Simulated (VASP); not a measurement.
# Na (Fd-3m) in VASP: notebook

The runs below take Na through single point, relaxation of cell and atoms, with r2SCAN.

Program: VASP 6.6.1. These are calculated values, not measurements. Logs are shortened: lines on timing, memory, paths and dates and some standing lists are left out, and cuts for length are marked.

### 1 The cell of the first run

The structure is cubic, space group Fd-3m (No. 227). The conventional cell has a = 7.924 Å, b = 7.924 Å, c = 7.924 Å, α = 90.00°, β = 90.00°, γ = 90.00°. Within 4.5 Å of Na (site symmetry -43m) lie 4 Na at 3.43 Å.

This isn't the form of Na at room conditions, which is bcc.

### 2 Single point, r2SCAN (62.18 Å³/atom)

POSCAR reads:

```
Na
1.0
    0.0000000000      3.9618115485      3.9618115485
    3.9618115485      0.0000000000      3.9618115485
    3.9618115485      3.9618115485      0.0000000000
Na
2
Direct
    0.1250000000      0.1250000000      0.1250000000
    0.8750000000      0.8750000000      0.8750000000
```

INCAR.step1 reads:

```
SYSTEM = Na
ALGO     = Normal         ! electronic algorithm
EDIFF    = 1E-4           ! SCF threshold, eV
ENCUT    = 520            ! plane-wave cutoff, eV
GGA      = PE             ! functional
ISMEAR   = -1             ! smearing method
LASPH    = .TRUE.         ! aspherical terms in the spheres
LCHARG   = .FALSE.        ! write CHGCAR
LREAL    = .FALSE.        ! projectors in reciprocal space
LWAVE    = .TRUE.         ! write WAVECAR
NBANDS   = 14             ! bands
NELM     = 100            ! most SCF steps
PREC     = Accurate       ! precision mode
SIGMA    = 0.1            ! smearing width, eV
```

INCAR.step2 reads:

```
SYSTEM = Na
ALGO     = Normal         ! electronic algorithm
EDIFF    = 1E-6           ! SCF threshold, eV
ENCUT    = 520            ! plane-wave cutoff, eV
ISIF     = 2              ! what is computed and relaxed
ISMEAR   = -1             ! smearing method
ISTART   = 1            
LASPH    = .TRUE.         ! aspherical terms in the spheres
LCHARG   = .FALSE.        ! write CHGCAR
LMIXTAU  = .TRUE.       
LREAL    = .FALSE.        ! projectors in reciprocal space
LWAVE    = .FALSE.        ! write WAVECAR
METAGGA  = R2SCAN         ! meta-GGA
NBANDS   = 14             ! bands
NELM     = 100            ! most SCF steps
PREC     = Accurate       ! precision mode
SIGMA    = 0.1            ! smearing width, eV
```

KPOINTS reads:

```
k-points
0
G
  8 8 8
  0 0 0
```

Potentials or basis: VASP PAW PBE potentials, release 64 (Na_pv).

Run with:

```console
> cat potpaw_PBE.64/Na_pv/POTCAR > POTCAR
> cp INCAR.step1 INCAR
> mpirun -np 1 vasp_std > vasp.out
> cp INCAR.step2 INCAR
> mpirun -np 1 vasp_std > vasp.out
```

OUTCAR:

```text
SYSTEM = Na
   EDIFF = 1E-6
   ENCUT = 520
   ISIF = 2
   ISMEAR = -1
   ISTART = 1
   LASPH = .TRUE.
   LREAL = .FALSE.
   METAGGA = R2SCAN
   NELM = 100
   PREC = Accurate

 ion  position               nearest neighbor table
   1  0.125  0.125  0.125-
   2  0.875  0.875  0.875-

  LATTYP: Found a face centered cubic cell.
 ALAT       =     7.9236230970

  Lattice vectors:

 A1 = (   0.0000000000,   3.9618115485,   3.9618115485)
 A2 = (   3.9618115485,   0.0000000000,   3.9618115485)
 A3 = (   3.9618115485,   3.9618115485,   0.0000000000)

Analysis of symmetry for initial positions (statically):
=====================================================================
 Subroutine PRICEL returns:
 Original cell was already a primitive cell.

 Routine SETGRP: Setting up the symmetry group for a
 face centered cubic supercell.

 Subroutine GETGRP returns: Found 48 space group operations
 (whereof 12 operations were pure point group operations)
 out of a pool of 48 trial point group operations.

The static configuration has the point symmetry D_3d.
 The point group associated with its full space group is O_h .

Analysis of symmetry for dynamics (positions and initial velocities):
=====================================================================
 Subroutine PRICEL returns:
 Original cell was already a primitive cell.

 Routine SETGRP: Setting up the symmetry group for a
 face centered cubic supercell.

 Subroutine GETGRP returns: Found 48 space group operations
 (whereof 12 operations were pure point group operations)
 out of a pool of 48 trial point group operations.

The dynamic configuration has the point symmetry D_3d.
 The point group associated with its full space group is O_h .

 Subroutine INISYM returns: Found 48 space group operations
 (whereof 12 operations are pure point group operations),
 and found     1 'primitive' translations

----------------------------------------------------------------------------------------

                                     Primitive cell

  volume of cell :     124.3688

  direct lattice vectors                    reciprocal lattice vectors
     0.000000000  3.961811549  3.961811549    -0.126204892  0.126204892  0.126204892
     3.961811549  0.000000000  3.961811549     0.126204892 -0.126204892  0.126204892
     3.961811549  3.961811549  0.000000000     0.126204892  0.126204892 -0.126204892

  length of vectors
     5.602847623  5.602847623  5.602847623     0.218593286  0.218593286  0.218593286
[... 90 lines left out ...]
   TEBEG  =    0.0;   TEEND  =   0.0 temperature during run
   PSTRESS=    0.0 pullay stress
   NELECT =      14.0000    total number of electrons
   NUPDOWN=      -1.0000    fix difference up-down
   EMIN   =  10.00;   EMAX   =-10.00  energy-range for DOS
   EFERMI =   0.00;   METHOD = LEGACY
   ISMEAR =    -1;   SIGMA  =   0.10  broadening in eV -4-tet -1-fermi 0-gaus
   EFERMI_NEDOS =   21; number of points for ismear=-14 and -15
   IALGO  =     38    algorithm
   IMIX   =      4    mixing-type and parameters
     AMIX     =   0.40;   BMIX     =  1.00
     AMIX_MAG =   1.60;   BMIX_MAG =  1.00
  volume/ion in A,a.u.               =      62.18       419.64
  Fermi-wavevector in a.u.,A,eV,Ry     =   0.790461  1.493754  8.501306  0.624828
  Thomas-Fermi vector in A             =   1.895807
   LORBIT       =      0    0 simple, 1 ext, 2 COOP (PROOUT), +10 PAW based schemes
   METAGGA = R2SCAN    functional components
   LHFCALC =     F    Hartree Fock is set to
   AEXX    =    0.0000 exact exchange contribution
   IVDW    =     0    specifies the selected vdW correction
   LEPSILON=     F    determine dielectric tensor
   LRPA    =     F    only Hartree local field effects (RPA)
 non-spin polarized calculation
  energy-cutoff  :      520.00
  volume of cell :      124.37
 maximum number of plane-waves:      3383
 NGX is ok and might be reduce to    42
   NGX = 21   NGY = 21   NGZ = 21

 number of electron      13.9999995 magnetization

 Free energy of the ion-electron system (eV)
  ---------------------------------------------------
  ext. energy  EPLUGINS =         0.00000000
  ---------------------------------------------------
  free energy    TOTEN  =        -6.33473714 eV

  energy without entropy =       -6.29928260  energy(sigma->0) =       -6.31700987

 E-fermi :  -0.8241     XC(G=0):  -5.4870

 val. band max:       -0.8328094128   @ k =   0.5000   0.1250   0.0000
 cond. band min:      -0.7953391608   @ k =  -0.3750   0.2500   0.1250
 fundamental gap:      0.0374702521
 Fermi energy:        -0.8240886797

 k-point     1 :       0.0000    0.0000    0.0000
  band No.  band energies     occupation
      1     -27.4388      2.00000
      2     -27.4385      2.00000
      3     -27.4385      2.00000
      4     -27.4166      2.00000
      5     -27.4163      2.00000
      6     -27.4163      2.00000
      7      -3.3370      2.00000
      8       3.6783      0.00000
      9       3.6783      0.00000
     10       3.6787      0.00000
     11       4.0260      0.00000
     12       4.0260      0.00000
     13       4.0262      0.00000
     14       6.0245      0.00000
[... 377 lines left out ...]
      1     -27.4429      2.00000
      2     -27.4417      2.00000
      3     -27.4336      2.00000
      4     -27.4217      2.00000
      5     -27.4134      2.00000
      6     -27.4124      2.00000
      7      -1.3137      1.98516
      8      -0.7953      0.85723
      9       1.2752      0.00000
     10       1.6720      0.00000
     11       3.9511      0.00000
     12       4.2730      0.00000
     13       6.0390      0.00000
     14       6.6296      0.00000

 [... further k-points ...]

------------------------ aborting loop because EDIFF is reached ----------------------------------------

  FORCE on cell =-STRESS in cart. coord.  units (eV):
  Direction    XX          YY          ZZ          XY          YZ          ZX
  --------------------------------------------------------------------------------------
  -------------------------------------------------------------------------------------
  Total       -0.1249996     -0.1249996     -0.1249996      0.0000000      0.0000000      0.0000000
  in kB       -1.6103035     -1.6103035     -1.6103035      0.0000000      0.0000000      0.0000000
  external PRESSURE =      -1.6103035 kB  Pullay stress =       0.0000000 kB

 VOLUME and BASIS-vectors are now :
 -----------------------------------------------------------------------------
  energy-cutoff  :      520.00
  volume of cell :      124.37
      direct lattice vectors                 reciprocal lattice vectors
     0.000000000  3.961811549  3.961811549    -0.126204892  0.126204892  0.126204892
     3.961811549  0.000000000  3.961811549     0.126204892 -0.126204892  0.126204892
     3.961811549  3.961811549  0.000000000     0.126204892  0.126204892 -0.126204892

 POSITION                                       TOTAL-FORCE (eV/Angst)
 -----------------------------------------------------------------------------------
      0.99045      0.99045      0.99045         0.000000      0.000000      0.000000
      6.93317      6.93317      6.93317        -0.000000     -0.000000     -0.000000
 -----------------------------------------------------------------------------------
    total drift:                                0.000000      0.000000      0.000000

  FREE ENERGIE OF THE ION-ELECTRON SYSTEM (eV)
  ---------------------------------------------------
  free  energy   TOTEN  =        -6.3347371392 eV

  energy  without entropy=       -6.2992825950  energy(sigma->0) =       -6.31700987
```

OUTCAR.step1:

```text
SYSTEM = Na
   EDIFF = 1E-4
   ENCUT = 520
   GGA = PE
   ISMEAR = -1
   LASPH = .TRUE.
   LREAL = .FALSE.
[... 630 lines left out ...]
      0.99045      0.99045      0.99045        -0.000000     -0.000000     -0.000000
      6.93317      6.93317      6.93317         0.000000      0.000000      0.000000
 -----------------------------------------------------------------------------------
    total drift:                                0.000000      0.000000      0.000000

  FREE ENERGIE OF THE ION-ELECTRON SYSTEM (eV)
  ---------------------------------------------------
  free  energy   TOTEN  =        -1.9505061859 eV

  energy  without entropy=       -1.9136908205  energy(sigma->0) =       -1.93209850
```

Run time: 6.4 min. Hardware: 1 thread of Intel Xeon 8259CL, shared host; peak memory 0.28 GiB.

Results:

- Free energy: -6.3347 eV
- Pressure: -0.2 GPa
- Band gap on the k mesh: zero (bands 7 and 8 overlap by 0.67 eV)

Caveat: the PAW data sets were made with another functional, which shifts forces and pressure a little.

### 3 Single point, r2SCAN

This run uses another cell than the first one, of 55.52 Å³/atom.

POSCAR reads:

```
Na
1.0
    0.0000000000      3.8149408268      3.8149408268
    3.8149408268      0.0000000000      3.8149408268
    3.8149408268      3.8149408268      0.0000000000
Na
2
Direct
    0.1250000000      0.1250000000      0.1250000000
    0.8750000000      0.8750000000      0.8750000000
```

INCAR.step1 reads:

```
PREC = Accurate
ENCUT = 520
ISMEAR = -1
SIGMA = 0.1
LREAL = False
LASPH = True
NELM = 60
NBANDS = 14
GGA = PE
ALGO = Normal
EDIFF = 1E-4
LWAVE = True
LCHARG = False
```

INCAR.step2 reads:

```
PREC = Accurate
ENCUT = 520
EDIFF = 1E-6
ISMEAR = -1
SIGMA = 0.1
LREAL = False
LASPH = True
NELM = 60
ALGO = Normal
ISIF = 2
LWAVE = False
LCHARG = True
METAGGA = R2SCAN
LMIXTAU = True
LELF = True
LVHAR = True
NBANDS = 14
ISTART = 1
```

KPOINTS reads:

```
regular mesh
0
Gamma
  12 12 12
```

Potentials or basis: VASP PAW PBE potentials, release 64 (Na_pv).

Run with:

```console
> cat potpaw_PBE.64/Na_pv/POTCAR > POTCAR
> cp INCAR.step1 INCAR
> mpirun -np 1 vasp_std > vasp.out
> cp INCAR.step2 INCAR
> mpirun -np 1 vasp_std > vasp.out
```

OUTCAR:

```text
PREC = Accurate
   ENCUT = 520
   EDIFF = 1E-6
   ISMEAR = -1
   LREAL = False
   LASPH = True
   NELM = 60
   ISIF = 2
   METAGGA = R2SCAN
   ISTART = 1

 ion  position               nearest neighbor table
   1  0.125  0.125  0.125-
   2  0.875  0.875  0.875-

  LATTYP: Found a face centered cubic cell.
 ALAT       =     7.6298816536

  Lattice vectors:

[... 591 lines left out ...]
     13       6.0678      0.00000
     14       7.2851      0.00000

 [... further k-points ...]

------------------------ aborting loop because EDIFF is reached ----------------------------------------

  FORCE on cell =-STRESS in cart. coord.  units (eV):
  Direction    XX          YY          ZZ          XY          YZ          ZX
  --------------------------------------------------------------------------------------
  -------------------------------------------------------------------------------------
  Total        0.0063853      0.0063853      0.0063853      0.0000000      0.0000000     -0.0000000
  in kB        0.0921299      0.0921299      0.0921299      0.0000000      0.0000000     -0.0000000
  external PRESSURE =       0.0921299 kB  Pullay stress =       0.0000000 kB

 VOLUME and BASIS-vectors are now :
 -----------------------------------------------------------------------------
  energy-cutoff  :      520.00
  volume of cell :      111.04
      direct lattice vectors                 reciprocal lattice vectors
     0.000000000  3.814940827  3.814940827    -0.131063632  0.131063632  0.131063632
     3.814940827  0.000000000  3.814940827     0.131063632 -0.131063632  0.131063632
     3.814940827  3.814940827  0.000000000     0.131063632  0.131063632 -0.131063632

 POSITION                                       TOTAL-FORCE (eV/Angst)
 -----------------------------------------------------------------------------------
      0.95374      0.95374      0.95374        -0.000000     -0.000000     -0.000000
      6.67615      6.67615      6.67615         0.000000      0.000000      0.000000
 -----------------------------------------------------------------------------------
    total drift:                                0.000000      0.000000     -0.000000

  FREE ENERGIE OF THE ION-ELECTRON SYSTEM (eV)
  ---------------------------------------------------
  free  energy   TOTEN  =        -6.3457127831 eV

  energy  without entropy=       -6.3109266814  energy(sigma->0) =       -6.32831973
```

OUTCAR.step1:

```text
PREC = Accurate
   ENCUT = 520
   ISMEAR = -1
   LREAL = False
   LASPH = True
[... 630 lines left out ...]
      0.95374      0.95374      0.95374         0.000000     -0.000000      0.000000
      6.67615      6.67615      6.67615        -0.000000      0.000000     -0.000000
 -----------------------------------------------------------------------------------
    total drift:                                0.000000      0.000000     -0.000000

  FREE ENERGIE OF THE ION-ELECTRON SYSTEM (eV)
  ---------------------------------------------------
  free  energy   TOTEN  =        -1.9654854390 eV

  energy  without entropy=       -1.9294563194  energy(sigma->0) =       -1.94747088
```

It took 14 min on 1 thread of Intel Xeon 8259CL, shared host; peak memory 0.29 GiB.

What came out:

```
Free energy            : -6.3457 eV
Pressure               : 0.0 GPa
Band gap on the k mesh : zero (bands 7 and 8 overlap by 0.89 eV)
```

Levels at points of the mesh, in eV from the Fermi level:
```
           k point  band 3  band 4  band 5  band 6  band 7  band 8  band 9  band 10  band 11  band 12
(0.00, 0.00, 0.00)  -26.61  -26.57  -26.57  -26.57   -2.73    4.85    4.85     4.85     5.19     5.19
(0.50, 0.00, 0.00)  -26.61  -26.58  -26.57  -26.57   -0.82   -0.38    4.07     4.07     4.87     4.87
(0.50, 0.50, 0.00)  -26.59  -26.59  -26.57  -26.57    0.07    0.07    2.48     2.48     3.34     3.34
```

Caveat: the PAW data sets were made with another functional, which shifts forces and pressure a little.

### 4 Relaxation of cell and atoms, r2SCAN

This run uses another cell than the first one, of 50.91 Å³/atom.

POSCAR reads:

```
Na
1.0
    0.0000000000      3.7061924832      3.7061924832
    3.7061924832      0.0000000000      3.7061924832
    3.7061924832      3.7061924832      0.0000000000
Na
2
Direct
    0.1250000000      0.1250000000      0.1250000000
    0.8750000000      0.8750000000      0.8750000000
```

INCAR.step1 reads:

```
SYSTEM = Na
ALGO = Normal
EDIFF = 1E-4
ENCUT = 600
GGA = PE
ISMEAR = -1
LASPH = .True.
LCHARG = .False.
LREAL = .False.
LWAVE = .True.
NELM = 100
PREC = Accurate
SIGMA = 0.1
```

INCAR.step2 reads:

```
SYSTEM = Na
ALGO = Normal
EDIFF = 1E-6
EDIFFG = -0.01
ENCUT = 600
IBRION = 2
ISIF = 3
ISMEAR = -1
ISTART = 1
LASPH = .True.
LCHARG = .False.
LMIXTAU = .True.
LREAL = .False.
LWAVE = .False.
METAGGA = R2SCAN
NELM = 100
NSW = 80
PREC = Accurate
SIGMA = 0.1
```

KPOINTS reads:

```
k-points
0
Gamma
  8 8 8
  0 0 0
```

Run with:

```console
> cat potpaw_PBE.64/Na_pv/POTCAR > POTCAR
> cp INCAR.step1 INCAR
> mpirun -np 1 vasp_std > vasp.out
> cp INCAR.step2 INCAR
> mpirun -np 1 vasp_std > vasp.out
```

It took 25 min on 1 thread of Intel Xeon 8259CL, shared host; peak memory 0.29 GiB.

Results (log left out):

- Free energy: -6.3481 eV
- Relaxed volume: 55.43 Å³/atom
- Relaxed cell: a = 5.392 Å, b = 5.392 Å, c = 5.392 Å, α = 60.00°, β = 60.00°, γ = 60.00°
- Space group after relaxing (to 0.1 Å): Fd-3m (No. 227)
- Energy gained by relaxing: 3.1 meV/atom
- Ionic steps: 4
- Pressure after relaxing: 0.0 GPa
- Band gap on the k mesh: zero (bands 7 and 8 overlap by 0.89 eV)

Step by step:
```tsv
step	energy change (eV)	largest force (eV/Å)	pressure (GPa)	volume (Å³)
1	0.0000	0.0000	0.19	101.82
2	-0.0010	0.0000	0.20	102.70
3	-0.0039	0.0000	0.16	105.37
4	-0.0061	0.0000	0.00	110.86
```

Final structure:
```xyz
2
Lattice="0.0000 3.8128 3.8128 3.8128 0.0000 3.8128 3.8128 3.8128 0.0000" Properties=species:S:1:pos:R:3 pbc="T T T"
Na    0.9532    0.9532    0.9532
Na    6.6724    6.6724    6.6724
```

Levels at points of the mesh, in eV from the Fermi level:
```csv
k point,band 4,band 5,band 6,band 7,band 8,band 9,band 10,band 11
"(0.00, 0.00, 0.00)",-26.57,-26.57,-26.57,-2.72,4.87,4.87,4.87,5.22
"(0.50, 0.00, 0.00)",-26.57,-26.56,-26.56,-0.80,-0.37,4.09,4.09,4.89
"(0.50, 0.50, 0.00)",-26.58,-26.56,-26.56,0.08,0.08,2.50,2.50,3.35
```

Caveat: the PAW data sets were made with another functional, which shifts forces and pressure a little.

### 5 Summary

```csv
task,cell,k mesh,cutoff (eV),gap on the mesh (eV),pressure (GPa)
single point,"a = 5.603 Å, angles 60.0°, 2 atoms",8 × 8 × 8,520,none,-0.2
single point,"a = 5.395 Å, angles 60.0°, 2 atoms",12 × 12 × 12,520,none,0.0
relaxation of cell and atoms,"relaxed from a = 5.241 Å, angles 60.0°, 2 atoms",8 × 8 × 8,600,none,0.0
```

Alike in all rows: level r2SCAN; potentials or basis VASP PAW PBE potentials, release 64 (Na_pv); no spin polarisation; smearing fermi-dirac 0.1 eV.

Caveats: the PAW data sets were made with another functional, which shifts forces and pressure a little.

Absolute energies hang on the potentials; compare differences alone.

The gap in the log of VASP goes by the Fermi energy; the results here count the filled bands.